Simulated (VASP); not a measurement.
# Sn3Br (P6/mmm) in VASP: notebook

Sn3Br is run at these levels: PBE; tasks: single point.

Program: VASP 6.6.1. These are calculated values, not measurements. Logs are shortened: lines on timing, memory, paths and dates and some standing lists are left out, and cuts for length are marked.

## Step 1: The cell of the first run

The structure is hexagonal, space group P6/mmm (No. 191). Conventional cell: a = 6.523 Å, b = 6.523 Å, c = 3.233 Å, α = 90.00°, β = 90.00°, γ = 120.00°. Sn (site symmetry mmm) has 6 Sn at 3.23 to 3.26 Å and 2 Br at 3.26 Å within 4.3 Å. Within 4.3 Å of Br (site symmetry 6/mmm) lie 2 Br at 3.23 Å and 6 Sn at 3.26 Å.

## Step 2: Single point, PBE

INCAR reads:

```
SYSTEM = Sn3Br
  PREC = Accurate
  ENCUT = 520
  EDIFF = 1E-7
  ISMEAR = 0
  SIGMA = 0.1
  LREAL = .FALSE.
  LASPH = .TRUE.
  NELM = 100
  ALGO = Normal
  ISIF = 2
  LWAVE = .FALSE.
  LCHARG = .FALSE.
  GGA = PE
  NBANDS = 32
```

KPOINTS reads:

```
Automatic mesh
0
G
  3 3 6
  0 0 0
```

POSCAR reads:

```
Sn3Br
1.0
    6.5232408313      0.0000000000      0.0000000000
   -3.2616204156      5.6492922749      0.0000000000
    0.0000000000      0.0000000000      3.2325851236
Sn Br
3 1
Direct
    0.5000000000      0.0000000000      0.0000000000
    0.0000000000      0.5000000000      0.0000000000
    0.5000000000      0.5000000000      0.0000000000
    0.0000000000      0.0000000000      0.0000000000
```

Potentials or basis: VASP PAW PBE potentials, release 64 (Sn_d, Br).

Command:

```sh
cat potpaw_PBE.64/Sn_d/POTCAR potpaw_PBE.64/Br/POTCAR > POTCAR
mpirun -np 1 vasp_std > vasp.out
```

OUTCAR:

```text
SYSTEM = Sn3Br
   PREC = Accurate
   ENCUT = 520
   EDIFF = 1E-7
   ISMEAR = 0
   LREAL = .FALSE.
   LASPH = .TRUE.
   NELM = 100
   ISIF = 2
   GGA = PE

 ion  position               nearest neighbor table
   1  0.500  0.000  0.000-   3 3.26   3 3.26   4 3.26   4 3.26   2 3.26   2 3.26
   2  0.000  0.500  0.000-   4 3.26   4 3.26   3 3.26   3 3.26   1 3.26   1 3.26
   3  0.500  0.500  0.000-   1 3.26   1 3.26   2 3.26   2 3.26   4 3.26   4 3.26
   4  0.000  0.000  0.000-   2 3.26   2 3.26   1 3.26   1 3.26   3 3.26   3 3.26

  LATTYP: Found a hexagonal cell.
 ALAT       =     6.5232408313
 C/A-ratio  =     0.4955489468

  Lattice vectors:

 A1 = (   6.5232408313,   0.0000000000,   0.0000000000)
 A2 = (  -3.2616204156,   5.6492922749,   0.0000000000)
 A3 = (   0.0000000000,   0.0000000000,   3.2325851236)

Analysis of symmetry for initial positions (statically):
=====================================================================
 Subroutine PRICEL returns:
 Original cell was already a primitive cell.

 Routine SETGRP: Setting up the symmetry group for a
 hexagonal supercell.

 Subroutine GETGRP returns: Found 24 space group operations
 (whereof 24 operations were pure point group operations)
 out of a pool of 24 trial point group operations.

The static configuration has the point symmetry D_6h.

Analysis of symmetry for dynamics (positions and initial velocities):
=====================================================================
 Subroutine PRICEL returns:
 Original cell was already a primitive cell.

 Routine SETGRP: Setting up the symmetry group for a
 hexagonal supercell.

 Subroutine GETGRP returns: Found 24 space group operations
 (whereof 24 operations were pure point group operations)
 out of a pool of 24 trial point group operations.

The dynamic configuration has the point symmetry D_6h.

 Subroutine INISYM returns: Found 24 space group operations
 (whereof 24 operations are pure point group operations),
 and found     1 'primitive' translations

----------------------------------------------------------------------------------------

                                     Primitive cell

  volume of cell :     119.1262

  direct lattice vectors                    reciprocal lattice vectors
     6.523240831  0.000000000  0.000000000     0.153298035  0.088506662  0.000000000
    -3.261620416  5.649292275  0.000000000     0.000000000  0.177013323  0.000000000
     0.000000000  0.000000000  3.232585124     0.000000000  0.000000000  0.309349936

  length of vectors
     6.523240831  6.523240831  3.232585124     0.177013323  0.177013323  0.309349936

  position of ions in fractional coordinates (direct lattice)
     0.500000000  0.000000000  0.000000000
     1.000000000  0.500000000  0.000000000
     0.500000000  0.500000000  0.000000000
     0.000000000  0.000000000  0.000000000

  ion indices of the primitive-cell ions
   primitive index   ion index
                 1           1
                 2           2
                 3           3
                 4           4

----------------------------------------------------------------------------------------

 KPOINTS: Automatic mesh

Automatic generation of k-mesh.
 Grid dimensions read from file:
 generate k-points for:    3    3    6

 Generating k-lattice:

  Cartesian coordinates                     Fractional coordinates (reciprocal lattice)
     0.051099345  0.029502221  0.000000000     0.333333333  0.000000000  0.000000000
     0.000000000  0.059004441  0.000000000     0.000000000  0.333333333  0.000000000
     0.000000000  0.000000000  0.051558323     0.000000000  0.000000000  0.166666667

  Length of vectors
     0.059004441  0.059004441  0.051558323

  Shift w.r.t. Gamma in fractional coordinates (k-lattice)
     0.000000000  0.000000000  0.000000000

 Subroutine IBZKPT returns following result:
 ===========================================

 Found     12 irreducible k-points:

 Following reciprocal coordinates:
            Coordinates               Weight
  0.000000  0.000000  0.000000      1.000000
  0.333333  0.000000  0.000000      6.000000
  0.333333  0.333333  0.000000      2.000000
  0.000000  0.000000  0.166667      2.000000
  0.333333  0.000000  0.166667     12.000000
  0.333333  0.333333  0.166667      4.000000
  0.000000  0.000000  0.333333      2.000000
  0.333333  0.000000  0.333333     12.000000
  0.333333  0.333333  0.333333      4.000000
  0.000000  0.000000  0.500000      1.000000
  0.333333  0.000000  0.500000      6.000000
  0.333333  0.333333  0.500000      2.000000
   k-points           NKPTS =     12   k-points in BZ     NKDIM =     12   number of bands    NBANDS=     32
   number of dos      NEDOS =    301   number of ions     NIONS =      4
   total plane-waves  NPLWV =  60000
   dimension x,y,z NGX =    50 NGY =   50 NGZ =   24
   dimension x,y,z NGXF=   100 NGYF=  100 NGZF=   48
   ions per type =               3   1
   NGX,Y,Z   is equivalent  to a cutoff of  12.74, 12.74, 12.34 a.u.
   NGXF,Y,Z  is equivalent  to a cutoff of  25.49, 25.49, 24.69 a.u.
 SYSTEM =  Sn3Br
   PREC   = accura    normal or accurate (medium, high low for compatibility)
   ISTART =      0    job   : 0-new  1-cont  2-samecut
   ICHARG =      2    charge: 1-file 2-atom 10-const
   ISPIN  =      1    spin polarized calculation?
   LNONCOLLINEAR =      F non collinear calculations
   LSORBIT =      F    spin-orbit coupling
   LASPH  =      T    aspherical Exc in radial PAW
   ENCUT  =  520.0 eV  38.22 Ry    6.18 a.u.  12.13 12.13  6.01*2*pi/ulx,y,z
   NELM   =    100;   NELMIN=  2; NELMDL= -5     # of ELM steps
   EDIFF  = 0.1E-06   stopping-criterion for ELM
   LREAL  =      F    real-space projection
   EDIFFG = 0.1E-05   stopping-criterion for IOM
   NSW    =      0    number of steps for IOM
   IBRION =     -1    ionic relax: 0-MD 1-quasi-New 2-CG
   NFREE  =      0    steps in history (QN), initial steepest desc. (CG)
   ISIF   =      2    stress and relaxation
   ISYM   =      2    0-nonsym 1-usesym 2-fastsym
   POTIM  = 0.5000    time-step for ionic-motion
   TEBEG  =    0.0;   TEEND  =   0.0 temperature during run
   PSTRESS=    0.0 pullay stress
   NELECT =      49.0000    total number of electrons
   NUPDOWN=      -1.0000    fix difference up-down
   EMIN   =  10.00;   EMAX   =-10.00  energy-range for DOS
   EFERMI =   0.00;   METHOD = LEGACY
   ISMEAR =     0;   SIGMA  =   0.10  broadening in eV -4-tet -1-fermi 0-gaus
   EFERMI_NEDOS =   21; number of points for ismear=-14 and -15
   IALGO  =     38    algorithm
   IMIX   =      4    mixing-type and parameters
     AMIX     =   0.40;   BMIX     =  1.00
     AMIX_MAG =   1.60;   BMIX_MAG =  1.00
  volume/ion in A,a.u.               =      29.78       200.98
  Fermi-wavevector in a.u.,A,eV,Ry     =   1.217506  2.300752 20.168194  1.482320
  Thomas-Fermi vector in A             =   2.352824
   LORBIT       =      0    0 simple, 1 ext, 2 COOP (PROOUT), +10 PAW based schemes
   GGA     = PE    functional components
   LHFCALC =     F    Hartree Fock is set to
   AEXX    =    0.0000 exact exchange contribution
   IVDW    =     0    specifies the selected vdW correction
   LEPSILON=     F    determine dielectric tensor
   LRPA    =     F    only Hartree local field effects (RPA)
 non-spin polarized calculation
 Gauss-broadening in eV      SIGMA  =   0.10
  energy-cutoff  :      520.00
  volume of cell :      119.13
 maximum number of plane-waves:      3240
 NGX is ok and might be reduce to    50
   NGX = 25   NGY = 25   NGZ = 13

 number of electron      49.0000042 magnetization

 Free energy of the ion-electron system (eV)
  ---------------------------------------------------
  ext. energy  EPLUGINS =         0.00000000
  ---------------------------------------------------
  free energy    TOTEN  =       -13.18088089 eV

  energy without entropy =      -13.16745039  energy(sigma->0) =      -13.17416564

 E-fermi :   5.8303     XC(G=0):  -9.5658

 val. band max:        5.7921105195   @ k =   0.3333   0.0000   0.3333
 cond. band min:       5.9977672896   @ k =   0.3333   0.0000   0.0000
 fundamental gap:      0.2056567701
 Fermi energy:         5.8303229810

 k-point     1 :       0.0000    0.0000    0.0000
  band No.  band energies     occupation
      1     -15.8583      2.00000
      2     -15.8583      2.00000
      3     -15.8470      2.00000
      4     -15.8378      2.00000
      5     -15.7839      2.00000
      6     -15.7839      2.00000
[... 24 lines left out ...]
     31      12.8880      0.00000
     32      12.8880      0.00000

 k-point     2 :       0.3333    0.0000    0.0000
  band No.  band energies     occupation
      1     -15.8544      2.00000
      2     -15.8311      2.00000
      3     -15.8195      2.00000
      4     -15.8054      2.00000
      5     -15.7899      2.00000
      6     -15.7762      2.00000
[... 24 lines left out ...]
     31      12.5663      0.00000
     32      13.0830      0.00000

 k-point     3 :       0.3333    0.3333    0.0000
  band No.  band energies     occupation
      1     -15.8261      2.00000
      2     -15.8261      2.00000
      3     -15.8223      2.00000
      4     -15.8032      2.00000
      5     -15.7683      2.00000
      6     -15.7683      2.00000
[... 24 lines left out ...]
     31      13.2117      0.00000
     32      13.5159      0.00000

 k-point     4 :       0.0000    0.0000    0.1667
  band No.  band energies     occupation
      1     -15.8467      2.00000
      2     -15.8467      2.00000
      3     -15.8353      2.00000
      4     -15.7983      2.00000
      5     -15.7608      2.00000
      6     -15.7608      2.00000
[... 234 lines left out ...]
     31       9.3859      0.00000
     32      11.6514      0.00000

 k-point    11 :       0.3333    0.0000    0.5000
  band No.  band energies     occupation
      1     -15.8262      2.00000
      2     -15.7968      2.00000
      3     -15.7833      2.00000
      4     -15.7791      2.00000
      5     -15.7702      2.00000
      6     -15.7482      2.00000
[... 24 lines left out ...]
     31      10.3072      0.00000
     32      10.5363      0.00000

 k-point    12 :       0.3333    0.3333    0.5000
  band No.  band energies     occupation
      1     -15.8134      2.00000
      2     -15.7758      2.00000
      3     -15.7672      2.00000
      4     -15.7672      2.00000
      5     -15.7604      2.00000
      6     -15.7604      2.00000
[... 24 lines left out ...]
     31      10.4231      0.00000
     32      10.6571      0.00000

------------------------ aborting loop because EDIFF is reached ----------------------------------------

  FORCE on cell =-STRESS in cart. coord.  units (eV):
  Direction    XX          YY          ZZ          XY          YZ          ZX
  --------------------------------------------------------------------------------------
  -------------------------------------------------------------------------------------
  Total       -0.1715397     -0.1715397     -0.1167930     -0.0000000      0.0000000      0.0000000
  in kB       -2.3071070     -2.3071070     -1.5707970     -0.0000000      0.0000000      0.0000000
  external PRESSURE =      -2.0616703 kB  Pullay stress =       0.0000000 kB

 VOLUME and BASIS-vectors are now :
 -----------------------------------------------------------------------------
  energy-cutoff  :      520.00
  volume of cell :      119.13
      direct lattice vectors                 reciprocal lattice vectors
     6.523240831  0.000000000  0.000000000     0.153298035  0.088506662  0.000000000
    -3.261620416  5.649292275  0.000000000     0.000000000  0.177013323  0.000000000
     0.000000000  0.000000000  3.232585124     0.000000000  0.000000000  0.309349936

 POSITION                                       TOTAL-FORCE (eV/Angst)
 -----------------------------------------------------------------------------------
      3.26162      0.00000      0.00000        -0.000000      0.000000      0.000000
     -1.63081      2.82465      0.00000        -0.000000      0.000000      0.000000
      1.63081      2.82465      0.00000         0.000000      0.000000      0.000000
      0.00000      0.00000      0.00000        -0.000000      0.000000      0.000000
 -----------------------------------------------------------------------------------
    total drift:                               -0.000000      0.000000     -0.000000

  FREE ENERGIE OF THE ION-ELECTRON SYSTEM (eV)
  ---------------------------------------------------
  free  energy   TOTEN  =       -13.1808808859 eV

  energy  without entropy=      -13.1674503939  energy(sigma->0) =      -13.17416564
```

It took 24 s on 1 thread of Intel Xeon Platinum 8559C (Emerald Rapids), shared host; peak memory 0.24 GiB.

Results:

```yaml
Free_energy: -13.1809 eV
Pressure: -0.2 GPa
```

Caveat: the k points lie up to 0.37 Å⁻¹ apart; spin-orbit coupling is left out, which moves the levels of the heavy elements; an odd number of electrons without spin polarisation forces a metal; a magnetic or distorted state may lie lower.

[end of part 1 of 2]
